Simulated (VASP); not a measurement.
# Te2Mo in VASP: notebook

Aim: see how the results for Te2Mo move with the level of theory and the settings. Levels: PBEsol+D3(BJ), LDA. Tasks: single point.

All numbers are computed with VASP 6.6.1; they aren't measurements. Logs are shortened: lines on timing, memory, paths and dates and some standing lists are left out, and cuts for length are marked.

## (1) The cell of the first run

The cell holds a slab with vacuum, 6 atoms: a = 6.217 Å, b = 3.363 Å, c = 36.167 Å, α = 90.00°, β = 90.06°, γ = 90.00°.

## (2) Single point, PBEsol+D3(BJ)

Contents of INCAR:

```
SYSTEM = Te2Mo
PREC = Accurate ; ENCUT = 520
EDIFF = 1E-6 ; ISMEAR = -1
SIGMA = 0.05 ; LREAL = .FALSE.
LASPH = .TRUE. ; NELM = 100
ALGO = Normal ; ISIF = 2
LWAVE = .FALSE. ; LCHARG = .FALSE.
GGA = PS ; IVDW = 12
NBANDS = 35
```

Contents of KPOINTS:

```
Automatic mesh
0
G
  3 6 1
  0 0 0
```

Contents of POSCAR:

```
Te2Mo
1.0
    6.2174470351      0.0000000000      0.0040032082
    0.0000000000      3.3629533130      0.0000000000
   -0.0610335986      0.0000000000     36.1668107890
Te Mo
4 2
Direct
    0.4317711274      0.7500000000      0.5411142872
    0.5682288726      0.2500000000      0.4588857128
    0.9207911829      0.2500000000      0.5569833727
    0.0792088171      0.7500000000      0.4430166273
    0.1817183442      0.2500000000      0.4976462177
    0.8182816558      0.7500000000      0.5023537823
```

Potentials or basis: VASP PAW PBE potentials, release 64 (Te, Mo_sv).

On the command line:

```sh
> cat potpaw_PBE.64/Te/POTCAR potpaw_PBE.64/Mo_sv/POTCAR > POTCAR
> mpirun -np 1 vasp_std > vasp.out
```

OUTCAR:

```text
SYSTEM = Te2Mo
   PREC = Accurate
   ENCUT = 520
   EDIFF = 1E-6
   ISMEAR = -1
   LREAL = .FALSE.
   LASPH = .TRUE.
   NELM = 100
   ISIF = 2
   GGA = PS
   IVDW = 12
 IVDW          = 12

 ion  position               nearest neighbor table
   1  0.432  0.750  0.541-   5 2.78   5 2.78   6 2.78   2 3.52   2 3.52   3 3.52   3 3.52   3 3.64
                             3 3.64
   2  0.568  0.250  0.459-   6 2.78   6 2.78   5 2.78   1 3.52   1 3.52   4 3.52   4 3.52   4 3.64
                             4 3.64
   3  0.921  0.250  0.557-   6 2.67   6 2.67   5 2.69   1 3.52   1 3.52   1 3.64   1 3.64
   4  0.079  0.750  0.443-   5 2.67   5 2.67   6 2.69   2 3.52   2 3.52   2 3.64   2 3.64
   5  0.182  0.250  0.498-   4 2.67   4 2.67   3 2.69   1 2.78   1 2.78   2 2.78   6 2.82   6 2.82

   6  0.818  0.750  0.502-   3 2.67   3 2.67   4 2.69   2 2.78   2 2.78   1 2.78   5 2.82   5 2.82

  LATTYP: Found a simple monoclinic cell.
 ALAT       =     6.2174483239
 B/A-ratio  =     0.5408896283
 C/A-ratio  =     5.8169944331
 COS(beta)  =    -0.0010436896

  Lattice vectors:

 A1 = (   6.2174470351,   0.0000000000,   0.0040032082)
 A2 = (   0.0000000000,   3.3629533130,   0.0000000000)
 A3 = (  -0.0610335986,   0.0000000000,  36.1668107890)

Analysis of symmetry for initial positions (statically):
=====================================================================
 Subroutine PRICEL returns:
 Original cell was already a primitive cell.

 Routine SETGRP: Setting up the symmetry group for a
 simple monoclinic supercell.

 Subroutine GETGRP returns: Found  4 space group operations
 (whereof  2 operations were pure point group operations)
 out of a pool of  4 trial point group operations.

The static configuration has the point symmetry S_2 .
 The point group associated with its full space group is C_2h.

Analysis of symmetry for dynamics (positions and initial velocities):
=====================================================================
 Subroutine PRICEL returns:
 Original cell was already a primitive cell.

 Routine SETGRP: Setting up the symmetry group for a
 simple monoclinic supercell.

 Subroutine GETGRP returns: Found  4 space group operations
 (whereof  2 operations were pure point group operations)
 out of a pool of  4 trial point group operations.

The dynamic configuration has the point symmetry S_2 .
 The point group associated with its full space group is C_2h.

 Subroutine INISYM returns: Found  4 space group operations
 (whereof  2 operations are pure point group operations),
 and found     1 'primitive' translations

----------------------------------------------------------------------------------------

                                     Primitive cell

  volume of cell :     756.2121

  direct lattice vectors                    reciprocal lattice vectors
     6.217447035  0.000000000  0.004003208     0.160837544  0.000000000  0.000271423
     0.000000000  3.362953313  0.000000000     0.000000000  0.297357681  0.000000000
    -0.061033599  0.000000000 36.166810789    -0.000017803  0.000000000  0.027649629

  length of vectors
     6.217448324  3.362953313 36.166862288     0.160837773  0.297357681  0.027649635

  position of ions in fractional coordinates (direct lattice)
     0.431771127  0.750000000  0.541114287
     0.568228873  0.250000000  0.458885713
     0.920791183  0.250000000  0.556983373
     0.079208817  0.750000000  0.443016627
     0.181718344  0.250000000  0.497646218
     0.818281656  0.750000000  0.502353782

  ion indices of the primitive-cell ions
   primitive index   ion index
                 1           1
                 2           2
                 3           3
                 4           4
                 5           5
                 6           6

----------------------------------------------------------------------------------------

 KPOINTS: Automatic mesh

Automatic generation of k-mesh.
 Grid dimensions read from file:
 generate k-points for:    3    6    1

 Generating k-lattice:

  Cartesian coordinates                     Fractional coordinates (reciprocal lattice)
     0.053612515  0.000000000  0.000090474     0.333333333  0.000000000 -0.000000000
     0.000000000  0.049559614  0.000000000     0.000000000  0.166666667  0.000000000
    -0.000017803  0.000000000  0.027649629     0.000000000  0.000000000  1.000000000

  Length of vectors
     0.053612591  0.049559614  0.027649635

  Shift w.r.t. Gamma in fractional coordinates (k-lattice)
     0.000000000  0.000000000  0.000000000

 Subroutine IBZKPT returns following result:
 ===========================================

 Found      8 irreducible k-points:

 Following reciprocal coordinates:
            Coordinates               Weight
  0.000000  0.000000  0.000000      1.000000
  0.333333  0.000000 -0.000000      2.000000
  0.000000  0.166667  0.000000      2.000000
  0.333333  0.166667 -0.000000      4.000000
  0.000000  0.333333  0.000000      2.000000
  0.333333  0.333333 -0.000000      4.000000
  0.000000  0.500000  0.000000      1.000000
  0.333333  0.500000 -0.000000      2.000000
   k-points           NKPTS =      8   k-points in BZ     NKDIM =      8   number of bands    NBANDS=     35
   number of dos      NEDOS =    301   number of ions     NIONS =      6
   total plane-waves  NPLWV = 362880
   dimension x,y,z NGX =    48 NGY =   28 NGZ =  270
   dimension x,y,z NGXF=    96 NGYF=   56 NGZF=  540
   ions per type =               4   2
   NGX,Y,Z   is equivalent  to a cutoff of  12.83, 13.84, 12.41 a.u.
   NGXF,Y,Z  is equivalent  to a cutoff of  25.67, 27.68, 24.82 a.u.
 SYSTEM =  Te2Mo
   PREC   = accura    normal or accurate (medium, high low for compatibility)
   ISTART =      0    job   : 0-new  1-cont  2-samecut
   ICHARG =      2    charge: 1-file 2-atom 10-const
   ISPIN  =      1    spin polarized calculation?
   LNONCOLLINEAR =      F non collinear calculations
   LSORBIT =      F    spin-orbit coupling
   LASPH  =      T    aspherical Exc in radial PAW
   ENCUT  =  520.0 eV  38.22 Ry    6.18 a.u.  11.56  6.25 67.25*2*pi/ulx,y,z
   NELM   =    100;   NELMIN=  2; NELMDL= -5     # of ELM steps
   EDIFF  = 0.1E-05   stopping-criterion for ELM
   LREAL  =      F    real-space projection
   EDIFFG = 0.1E-04   stopping-criterion for IOM
   NSW    =      0    number of steps for IOM
   IBRION =     -1    ionic relax: 0-MD 1-quasi-New 2-CG
   NFREE  =      0    steps in history (QN), initial steepest desc. (CG)
   ISIF   =      2    stress and relaxation
   ISYM   =      2    0-nonsym 1-usesym 2-fastsym
   POTIM  = 0.5000    time-step for ionic-motion
   TEBEG  =    0.0;   TEEND  =   0.0 temperature during run
   PSTRESS=    0.0 pullay stress
   NELECT =      52.0000    total number of electrons
   NUPDOWN=      -1.0000    fix difference up-down
   EMIN   =  10.00;   EMAX   =-10.00  energy-range for DOS
   EFERMI =   0.00;   METHOD = LEGACY
   ISMEAR =    -1;   SIGMA  =   0.05  broadening in eV -4-tet -1-fermi 0-gaus
   EFERMI_NEDOS =   21; number of points for ismear=-14 and -15
   IALGO  =     38    algorithm
   IMIX   =      4    mixing-type and parameters
     AMIX     =   0.40;   BMIX     =  1.00
     AMIX_MAG =   1.60;   BMIX_MAG =  1.00
  volume/ion in A,a.u.               =     126.04       850.53
  Fermi-wavevector in a.u.,A,eV,Ry     =   0.670700  1.267439  6.120418  0.449838
  Thomas-Fermi vector in A             =   1.746296
   LORBIT       =      0    0 simple, 1 ext, 2 COOP (PROOUT), +10 PAW based schemes
   GGA     = PS    functional components
   LHFCALC =     F    Hartree Fock is set to
   AEXX    =    0.0000 exact exchange contribution
   IVDW    =    12    specifies the selected vdW correction
   LEPSILON=     F    determine dielectric tensor
   LRPA    =     F    only Hartree local field effects (RPA)
 non-spin polarized calculation
  energy-cutoff  :      520.00
  volume of cell :      756.21
 maximum number of plane-waves:     20420
 NGX is ok and might be reduce to    48
   NGX = 23   NGY = 13   NGZ =135

 number of electron      52.0000006 magnetization

 Free energy of the ion-electron system (eV)
  ---------------------------------------------------
  ext. energy  EPLUGINS =         0.00000000
  ---------------------------------------------------
  free energy    TOTEN  =       -39.12933257 eV

  energy without entropy =      -39.11916217  energy(sigma->0) =      -39.12424737

 E-fermi :  -2.0537     XC(G=0):  -2.3792

 val. band max:       -2.0543731750   @ k =   0.0000   0.1667   0.0000
 cond. band min:      -1.8583730915   @ k =   0.3333   0.0000  -0.0000
 fundamental gap:      0.1960000835
 Fermi energy:        -2.0537404808

 k-point     1 :       0.0000    0.0000    0.0000
  band No.  band energies     occupation
      1     -62.9218      2.00000
      2     -62.8426      2.00000
      3     -37.2465      2.00000
      4     -37.1305      2.00000
      5     -37.1275      2.00000
      6     -36.9824      2.00000
[... 27 lines left out ...]
     34       1.7336      0.00000
     35       1.9232      0.00000

 k-point     2 :       0.3333    0.0000   -0.0000
  band No.  band energies     occupation
      1     -62.9215      2.00000
      2     -62.8429      2.00000
      3     -37.2382      2.00000
      4     -37.1298      2.00000
      5     -37.1270      2.00000
      6     -36.9839      2.00000
[... 27 lines left out ...]
     34       1.9343      0.00000
     35       2.2793      0.00000

 k-point     3 :       0.0000    0.1667    0.0000
  band No.  band energies     occupation
      1     -62.9142      2.00000
      2     -62.8456      2.00000
      3     -37.2461      2.00000
      4     -37.1800      2.00000
      5     -37.1125      2.00000
      6     -37.0007      2.00000
[... 27 lines left out ...]
     34       1.4803      0.00000
     35       2.3079      0.00000
[... 115 lines left out ...]
 k-point     7 :       0.0000    0.5000    0.0000
  band No.  band energies     occupation
      1     -62.8730      2.00000
      2     -62.8730      2.00000
      3     -37.2947      2.00000
      4     -37.2947      2.00000
      5     -37.0559      2.00000
      6     -37.0559      2.00000
[... 27 lines left out ...]
     34       1.7643      0.00000
     35       3.4306      0.00000

 k-point     8 :       0.3333    0.5000   -0.0000
  band No.  band energies     occupation
      1     -62.8730      2.00000
      2     -62.8730      2.00000
      3     -37.2984      2.00000
      4     -37.2984      2.00000
      5     -37.0555      2.00000
      6     -37.0555      2.00000
[... 27 lines left out ...]
     34       1.6074      0.00000
     35       2.8883      0.00000

------------------------ aborting loop because EDIFF is reached ----------------------------------------

 Edisp (eV)   -2.12098

 E8    (eV) :    -1.5009

  FORCE on cell =-STRESS in cart. coord.  units (eV):
  Direction    XX          YY          ZZ          XY          YZ          ZX
  --------------------------------------------------------------------------------------
  -------------------------------------------------------------------------------------
  Total       0.11927     0.09186     0.17108     0.00000     0.00000    -0.00177
  in kB       0.25270     0.19462     0.36246     0.00000     0.00000    -0.00374
  external pressure =        0.27 kB  Pullay stress =        0.00 kB

 VOLUME and BASIS-vectors are now :
 -----------------------------------------------------------------------------
  energy-cutoff  :      520.00
  volume of cell :      756.21
      direct lattice vectors                 reciprocal lattice vectors
     6.217447035  0.000000000  0.004003208     0.160837544  0.000000000  0.000271423
     0.000000000  3.362953313  0.000000000     0.000000000  0.297357681  0.000000000
    -0.061033599  0.000000000 36.166810789    -0.000017803  0.000000000  0.027649629

 POSITION                                       TOTAL-FORCE (eV/Angst)
 -----------------------------------------------------------------------------------
      2.65149      2.52221     19.57211         0.000521      0.000000      0.024223
      3.50493      0.84074     16.59871        -0.000521      0.000000     -0.024223
      5.69098      0.84074     20.14800        -0.000469      0.000000      0.030309
      0.46544      2.52221     16.02282         0.000469      0.000000     -0.030309
      1.09945      0.84074     17.99900         0.006945      0.000000      0.000106
      5.05696      2.52221     18.17181        -0.006945     -0.000000     -0.000106
 -----------------------------------------------------------------------------------
    total drift:                                0.000000      0.000000      0.000000

  FREE ENERGIE OF THE ION-ELECTRON SYSTEM (eV)
  ---------------------------------------------------
  free  energy   TOTEN  =       -41.2503170329 eV

  energy  without entropy=      -41.2401466257  energy(sigma->0) =      -41.24523183
```

It took 8.4 min on 1 thread of AMD EPYC 9R14 (Zen 4), shared host; peak memory 0.76 GiB.

What came out:

- Free energy: -41.2503 eV
- Largest force: 0.030 eV/Å
- Band gap on the k mesh: zero (band 26 reaches -1.59 eV, above the bottom of band 27 at -2.05 eV)
- Dispersion energy per atom: -0.353 eV

Forces in eV/Å, atoms in the order of the input:
```
Te   0.001  0.000  0.024
Te  -0.001  0.000 -0.024
Te   0.000  0.000  0.030
Te   0.000  0.000 -0.030
Mo   0.007  0.000  0.000
Mo  -0.007  0.000  0.000
```

Caveat: the PAW data sets were made with another functional, which shifts forces and pressure a little; spin-orbit coupling is left out, which moves the levels of the heavy elements.

(Continued in part 2 of 2.)
